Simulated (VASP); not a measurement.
# Be2ZnO3 in VASP: notebook

Runs on Be2ZnO3. Level: PBE. Tasks: relaxation of cell and atoms, single point.

Program: VASP 6.6.1. These are calculated values, not measurements. Logs are shortened: lines on timing, memory, paths and dates and some standing lists are left out, and cuts for length are marked.

## 1. The cell of the first run

Symmetry: Cc, No. 9, monoclinic system. The conventional cell has a = 5.080 Å, b = 8.790 Å, c = 5.080 Å, α = 90.00°, β = 109.47°, γ = 90.00°. Within 2.4 Å of Be (site symmetry 1) lie 4 O at 1.79 to 1.80 Å. Within 2.4 Å of Be (site symmetry 1) lie 4 O at 1.80 Å. Zn (site symmetry 1) has 4 O at 1.79 to 1.80 Å within 2.4 Å. Within 2.4 Å of O (site symmetry 1) lie 3 Be at 1.79 to 1.80 Å and 1 Zn at 1.80 Å. O (site symmetry 1) has 2 Zn at 1.79 to 1.80 Å and 2 Be at 1.80 Å within 2.4 Å. Within 2.4 Å of O (site symmetry 1) lie 3 Be at 1.80 Å and 1 Zn at 1.80 Å.

## 2. Relaxation of cell and atoms, PBE

INCAR reads:

```
ALGO = Normal
EDIFF = 1E-6
EDIFFG = -0.08
ENCUT = 600
GGA = PE
IBRION = 2
ISIF = 3
ISMEAR = 0
LASPH = True
LCHARG = False
LREAL = False
LWAVE = False
NELM = 80
NSW = 36
PREC = Accurate
SIGMA = 0.15
```

KPOINTS reads:

```
k-points
0
Gamma
  3 3 3
```

POSCAR reads:

```
Be2ZnO3
1.0
    2.5400000000     -4.3950000000      0.0000000000
    2.5400000000      4.3950000000      0.0000000000
   -1.6932313000      0.0000000000      4.7895060100
Be Zn O
4 2 6
Direct
    0.5833000000      0.4167000000      0.0000000000
    0.2500000000      0.7500000000      0.0000000000
    0.4167000000      0.5833000000      0.5000000000
    0.7500000000      0.2500000000      0.5000000000
    0.9167000000      0.0833000000      0.0000000000
    0.0833000000      0.9167000000      0.5000000000
    0.5417000000      0.7083000000      0.8750000000
    0.2083000000      0.0417000000      0.8750000000
    0.8750000000      0.3750000000      0.8750000000
    0.7083000000      0.5417000000      0.3750000000
    0.0417000000      0.2083000000      0.3750000000
    0.3750000000      0.8750000000      0.3750000000
```

Potentials or basis: VASP PAW PBE potentials, release 64 (Be, Zn, O).

The run is started by

```bash
$ cat potpaw_PBE.64/Be/POTCAR potpaw_PBE.64/Zn/POTCAR potpaw_PBE.64/O/POTCAR > POTCAR
$ mpirun -np 1 vasp_std > vasp.out
```

OUTCAR:

```text
EDIFF = 1E-6
   EDIFFG = -0.08
   ENCUT = 600
   GGA = PE
   IBRION = 2
   ISIF = 3
   ISMEAR = 0
   LASPH = True
   LREAL = False
   NELM = 80
   NSW = 36
   PREC = Accurate

 ion  position               nearest neighbor table
   1  0.583  0.417  0.000-   7 1.79   9 1.80   8 1.80  10 1.80
   2  0.250  0.750  0.000-   7 1.80   8 1.80   9 1.80  12 1.80
   3  0.417  0.583  0.500-  10 1.79  12 1.80  11 1.80   7 1.80
   4  0.750  0.250  0.500-  10 1.80  11 1.80  12 1.80   9 1.80
   5  0.917  0.083  0.000-   8 1.79   9 1.80   7 1.80  11 1.80   6 2.93   6 2.93
   6  0.083  0.917  0.500-  11 1.79  12 1.80  10 1.80   8 1.80   5 2.93   5 2.93
   7  0.542  0.708  0.875-   1 1.79   2 1.80   5 1.80   3 1.80
   8  0.208  0.042  0.875-   5 1.79   2 1.80   1 1.80   6 1.80
   9  0.875  0.375  0.875-   1 1.80   5 1.80   2 1.80   4 1.80
  10  0.708  0.542  0.375-   3 1.79   4 1.80   6 1.80   1 1.80
  11  0.042  0.208  0.375-   6 1.79   4 1.80   3 1.80   5 1.80
  12  0.375  0.875  0.375-   3 1.80   6 1.80   4 1.80   2 1.80

  LATTYP: Found a base centered monoclinic cell.
 ALAT       =     5.0800000000
 B/A-ratio  =     1.7303149606
 C/A-ratio  =     1.0000000011
 COS(beta)  =    -0.3333132477

  Lattice vectors:

 A1 = (   2.5400000000,  -4.3950000000,   0.0000000000)
 A2 = (   2.5400000000,   4.3950000000,   0.0000000000)
 A3 = (  -1.6932313000,   0.0000000000,   4.7895060100)

Analysis of symmetry for initial positions (statically):
=====================================================================
 Subroutine PRICEL returns:
 Original cell was already a primitive cell.

 Routine SETGRP: Setting up the symmetry group for a
 base centered monoclinic supercell.

 Subroutine GETGRP returns: Found  2 space group operations
 (whereof  1 operations were pure point group operations)
 out of a pool of  4 trial point group operations.

The static configuration has the point symmetry C_1 .
 The point group associated with its full space group is C_1h.

Analysis of symmetry for dynamics (positions and initial velocities):
=====================================================================
 Subroutine PRICEL returns:
 Original cell was already a primitive cell.

 Routine SETGRP: Setting up the symmetry group for a
 base centered monoclinic supercell.

 Subroutine GETGRP returns: Found  2 space group operations
 (whereof  1 operations were pure point group operations)
 out of a pool of  4 trial point group operations.

The dynamic configuration has the point symmetry C_1 .
 The point group associated with its full space group is C_1h.

 Subroutine INISYM returns: Found  2 space group operations
 (whereof  1 operations are pure point group operations),
 and found     1 'primitive' translations

----------------------------------------------------------------------------------------

                                     Primitive cell

  volume of cell :     106.9334

  direct lattice vectors                    reciprocal lattice vectors
     2.540000000 -4.395000000  0.000000000     0.196850394 -0.113765643  0.069592406
     2.540000000  4.395000000  0.000000000     0.196850394  0.113765643  0.069592406
    -1.693231300  0.000000000  4.789506010     0.000000000  0.000000000  0.208789800

  length of vectors
     5.076182128  5.076182128  5.080000005     0.237772585  0.237772585  0.208789800

  position of ions in fractional coordinates (direct lattice)
     0.583300000  0.416700000  0.000000000
     0.250000000  0.750000000  0.000000000
     0.416700000  0.583300000  0.500000000
     0.750000000  0.250000000  0.500000000
     0.916700000  0.083300000  0.000000000
     0.083300000  0.916700000  0.500000000
     0.541700000  0.708300000  0.875000000
     0.208300000  0.041700000  0.875000000
     0.875000000  0.375000000  0.875000000
     0.708300000  0.541700000  0.375000000
     0.041700000  0.208300000  0.375000000
     0.375000000  0.875000000  0.375000000

  ion indices of the primitive-cell ions
   primitive index   ion index
                 1           1
                 2           2
                 3           3
                 4           4
                 5           5
                 6           6
                 7           7
                 8           8
                 9           9
                10          10
                11          11
                12          12

----------------------------------------------------------------------------------------

 KPOINTS: k-points

Automatic generation of k-mesh.
 Grid dimensions read from file:
 generate k-points for:    3    3    3

 Generating k-lattice:

  Cartesian coordinates                     Fractional coordinates (reciprocal lattice)
     0.065616798 -0.037921881  0.023197469     0.333333333 -0.000000000  0.000000000
     0.065616798  0.037921881  0.023197469    -0.000000000  0.333333333  0.000000000
     0.000000000  0.000000000  0.069596600     0.000000000  0.000000000  0.333333333

  Length of vectors
     0.079257528  0.079257528  0.069596600

  Shift w.r.t. Gamma in fractional coordinates (k-lattice)
     0.000000000  0.000000000  0.000000000

 Subroutine IBZKPT returns following result:
 ===========================================

 Found     10 irreducible k-points:

 Following reciprocal coordinates:
            Coordinates               Weight
  0.000000  0.000000  0.000000      1.000000
  0.333333 -0.000000  0.000000      4.000000
  0.333333  0.333333  0.000000      2.000000
 -0.333333  0.333333  0.000000      2.000000
  0.000000  0.000000  0.333333      2.000000
  0.333333 -0.000000  0.333333      4.000000
 -0.333333  0.000000  0.333333      4.000000
  0.333333  0.333333  0.333333      2.000000
 -0.333333  0.333333  0.333333      4.000000
 -0.333333 -0.333333  0.333333      2.000000
   k-points           NKPTS =     10   k-points in BZ     NKDIM =     10   number of bands    NBANDS=     41
   number of dos      NEDOS =    301   number of ions     NIONS =     12
   total plane-waves  NPLWV =  74088
   dimension x,y,z NGX =    42 NGY =   42 NGZ =   42
   dimension x,y,z NGXF=    84 NGYF=   84 NGZF=   84
   ions per type =               4   2   6
   NGX,Y,Z   is equivalent  to a cutoff of  13.76, 13.76, 13.74 a.u.
   NGXF,Y,Z  is equivalent  to a cutoff of  27.51, 27.51, 27.49 a.u.
 SYSTEM =  unknown system
   PREC   = accura    normal or accurate (medium, high low for compatibility)
   ISTART =      0    job   : 0-new  1-cont  2-samecut
   ICHARG =      2    charge: 1-file 2-atom 10-const
   ISPIN  =      1    spin polarized calculation?
   LNONCOLLINEAR =      F non collinear calculations
   LSORBIT =      F    spin-orbit coupling
   LASPH  =      T    aspherical Exc in radial PAW
   ENCUT  =  600.0 eV  44.10 Ry    6.64 a.u.  10.14 10.14 10.15*2*pi/ulx,y,z
   NELM   =     80;   NELMIN=  2; NELMDL= -5     # of ELM steps
   EDIFF  = 0.1E-05   stopping-criterion for ELM
   LREAL  =      F    real-space projection
   EDIFFG = -.8E-01   stopping-criterion for IOM
   NSW    =     36    number of steps for IOM
   IBRION =      2    ionic relax: 0-MD 1-quasi-New 2-CG
   NFREE  =      1    steps in history (QN), initial steepest desc. (CG)
   ISIF   =      3    stress and relaxation
   ISYM   =      2    0-nonsym 1-usesym 2-fastsym
   POTIM  = 0.5000    time-step for ionic-motion
   TEBEG  =    0.0;   TEEND  =   0.0 temperature during run
   PSTRESS=    0.0 pullay stress
   NELECT =      68.0000    total number of electrons
   NUPDOWN=      -1.0000    fix difference up-down
   EMIN   =  10.00;   EMAX   =-10.00  energy-range for DOS
   EFERMI =   0.00;   METHOD = LEGACY
   ISMEAR =     0;   SIGMA  =   0.15  broadening in eV -4-tet -1-fermi 0-gaus
   EFERMI_NEDOS =   21; number of points for ismear=-14 and -15
   IALGO  =     38    algorithm
   IMIX   =      4    mixing-type and parameters
     AMIX     =   0.40;   BMIX     =  1.00
     AMIX_MAG =   1.60;   BMIX_MAG =  1.00
  volume/ion in A,a.u.               =       8.91        60.14
  Fermi-wavevector in a.u.,A,eV,Ry     =   1.407797  2.660351 26.965282  1.981892
  Thomas-Fermi vector in A             =   2.530020
   LORBIT       =      0    0 simple, 1 ext, 2 COOP (PROOUT), +10 PAW based schemes
   GGA     = PE    functional components
   LHFCALC =     F    Hartree Fock is set to
   AEXX    =    0.0000 exact exchange contribution
   IVDW    =     0    specifies the selected vdW correction
   LEPSILON=     F    determine dielectric tensor
   LRPA    =     F    only Hartree local field effects (RPA)
 conjugate gradient relaxation of ions
 non-spin polarized calculation
 Gauss-broadening in eV      SIGMA  =   0.15
  energy-cutoff  :      600.00
  volume of cell :      106.93
 maximum number of plane-waves:      3587
 NGX is ok and might be reduce to    42
   NGX = 21   NGY = 21   NGZ = 21

--------------------------------------- Ionic step        1  -------------------------------------------

 number of electron      68.0000004 magnetization

 Free energy of the ion-electron system (eV)
  ---------------------------------------------------
  ext. energy  EPLUGINS =         0.00000000
  ---------------------------------------------------
  free energy    TOTEN  =       -70.28656700 eV

  energy without entropy =      -70.28656700  energy(sigma->0) =      -70.28656700

------------------------ aborting loop because EDIFF is reached ----------------------------------------

  FORCE on cell =-STRESS in cart. coord.  units (eV):
  Direction    XX          YY          ZZ          XY          YZ          ZX
  --------------------------------------------------------------------------------------
  -------------------------------------------------------------------------------------
  Total        4.2094477      4.5192056      4.4928874      0.0000000      0.0000000     -0.1110314
  in kB       63.0699355     67.7110214     67.3166970      0.0000000      0.0000000     -1.6635772
  external PRESSURE =      66.0325513 kB  Pullay stress =       0.0000000 kB

 VOLUME and BASIS-vectors are now :
 -----------------------------------------------------------------------------
  energy-cutoff  :      600.00
  volume of cell :      106.93
      direct lattice vectors                 reciprocal lattice vectors
     2.540000000 -4.395000000  0.000000000     0.196850394 -0.113765643  0.069592406
     2.540000000  4.395000000  0.000000000     0.196850394  0.113765643  0.069592406
    -1.693231300  0.000000000  4.789506010     0.000000000  0.000000000  0.208789800
[... 280 lines left out ...]
      0.89340      2.10914      4.70320         0.056169     -0.016038      0.030643
      1.68052      0.71879      2.36335        -0.173455      0.031983     -0.013249
      1.69922     -2.10914      2.36222         0.056169      0.016038      0.030643
      0.87207     -3.57589      4.68826         0.075469     -0.022694     -0.107371
      1.67789      3.57589      2.34728         0.075469      0.022694     -0.107371
      1.52370      0.70089      4.06369        -0.114020     -0.078872     -0.076282
     -0.69383     -0.93614      4.25461         0.057741     -0.058656      0.129738
      1.81592     -1.95937      4.08037         0.098097      0.019723      0.036521
      2.32951     -0.70089      1.72272        -0.114020      0.078872     -0.076282
      0.11199      0.93614      1.91363         0.057741      0.058656      0.129738
      2.62174      1.95937      1.73939         0.098097     -0.019723      0.036521
 -----------------------------------------------------------------------------------
    total drift:                               -0.001220      0.000000     -0.000023

  FREE ENERGIE OF THE ION-ELECTRON SYSTEM (eV)
  ---------------------------------------------------
  free  energy   TOTEN  =       -73.9428236266 eV

  energy  without entropy=      -73.9428236266  energy(sigma->0) =      -73.94282363

--------------------------------------- Ionic step        8  -------------------------------------------

 number of electron      68.0000008 magnetization

 Free energy of the ion-electron system (eV)
  ---------------------------------------------------
  ext. energy  EPLUGINS =         0.00000000
  ---------------------------------------------------
  free energy    TOTEN  =       -73.95359279 eV

  energy without entropy =      -73.95359279  energy(sigma->0) =      -73.95359279

 E-fermi :   3.2459     XC(G=0): -11.2055

 val. band max:        2.5605340558   @ k =   0.0000   0.0000   0.0000
 cond. band min:       6.0859102726   @ k =   0.0000   0.0000   0.0000
 fundamental gap:      3.5253762168
 Fermi energy:         3.2459252192

 k-point     1 :       0.0000    0.0000    0.0000
  band No.  band energies     occupation
      1     -15.8343      2.00000
      2     -14.5265      2.00000
      3     -14.3305      2.00000
      4     -14.1846      2.00000
      5     -14.1833      2.00000
      6     -14.0491      2.00000
[... 451 lines left out ...]
 POSITION                                       TOTAL-FORCE (eV/Angst)
 -----------------------------------------------------------------------------------
      0.88087     -0.72313      4.70675        -0.074216     -0.027978      0.006355
      0.90991      2.11169      4.70802         0.060749      0.026853      0.026015
      1.68117      0.72313      2.36773        -0.074216      0.027978      0.006355
      1.71021     -2.11169      2.36900         0.060749     -0.026853      0.026015
      0.88921     -3.58969      4.68367         0.024617     -0.038091     -0.047755
      1.68950      3.58969      2.34465         0.024617      0.038091     -0.047755
      1.53330      0.69776      4.06551        -0.040646     -0.005399     -0.006756
     -0.68216     -0.94333      4.25816        -0.008939     -0.048328     -0.001769
      1.83430     -1.96549      4.08997         0.038435     -0.010752      0.023910
      2.33359     -0.69776      1.72649        -0.040646      0.005399     -0.006756
      0.11814      0.94333      1.91915        -0.008939      0.048328     -0.001769
      2.63460      1.96549      1.75095         0.038435      0.010752      0.023910
 -----------------------------------------------------------------------------------
    total drift:                               -0.001783     -0.000000      0.000053

  FREE ENERGIE OF THE ION-ELECTRON SYSTEM (eV)
  ---------------------------------------------------
  free  energy   TOTEN  =       -73.9535927888 eV

  energy  without entropy=      -73.9535927888  energy(sigma->0) =      -73.95359279

 reached required accuracy - stopping structural energy minimisation
```

It took 3.1 min on 1 thread of Intel Xeon 6975P-C (Granite Rapids), shared host; peak memory 0.29 GiB.

Results:

* Free energy: -73.9536 eV
* Relaxed volume: 8.53 Å³/atom
* Relaxed cell: a = 5.023 Å, b = 5.023 Å, c = 4.944 Å, α = 98.89°, β = 98.89°, γ = 120.33°
* Space group after relaxing (to 0.1 Å): Cc (No. 9)
* Energy gained by relaxing: 305.6 meV/atom
* Ionic steps: 8
* Pressure after relaxing: -0.4 GPa
* Largest force after relaxing: 0.080 eV/Å
* Band gap on the k mesh: 3.53 eV

Forces on the atoms (eV/Å):
```
Be  -0.074 -0.028  0.006
Be   0.061  0.027  0.026
Be  -0.074  0.028  0.006
Be   0.061 -0.027  0.026
Zn   0.025 -0.038 -0.048
Zn   0.025  0.038 -0.048
O   -0.041 -0.005 -0.007
O   -0.009 -0.048 -0.002
O    0.038 -0.011  0.024
O   -0.041  0.005 -0.007
O   -0.009  0.048 -0.002
O    0.038  0.011  0.024
```

Stress tensor (GPa, compression positive):
```
-0.67  0.00  0.28
 0.00  0.14  0.00
 0.28  0.00 -0.60
```

The path:
```csv
step,energy change (eV),largest force (eV/Å),pressure (GPa),volume (Å³)
1,0.0000,5.8786,6.60,106.93
2,-3.0038,0.8210,-14.20,112.72
3,-3.1117,0.7004,-12.40,111.65
4,-3.5951,0.5507,1.47,101.46
5,-3.5984,0.5385,0.27,102.16
6,-3.6493,0.1973,0.60,101.92
7,-3.6563,0.1769,0.75,101.79
8,-3.6670,0.0796,-0.38,102.35
```

Final structure:
```
CELL_PARAMETERS angstrom
2.49891 -4.35717 0.03446
2.49891 4.35717 0.03446
-1.60059 0.00000 4.67804
ATOMIC_POSITIONS crystal
Be 0.57911 0.41315 0.99883
Be 0.25968 0.74433 0.99901
Be 0.41315 0.57911 0.49883
Be 0.74433 0.25968 0.49901
Zn 0.90815 0.08429 0.99389
Zn 0.08429 0.90815 0.49389
O 0.50230 0.66244 0.86048
O 0.26254 0.04604 0.90797
O 0.86953 0.41843 0.86480
O 0.66244 0.50230 0.36048
O 0.04604 0.26254 0.40797
O 0.41843 0.86953 0.36480
```

Caveat: the k points lie up to 0.50 Å⁻¹ apart in the final cell; the relaxation stopped at a loose force limit of 0.08 eV/Å, so its end isn't a converged minimum.

(Continued in part 2 of 2.)
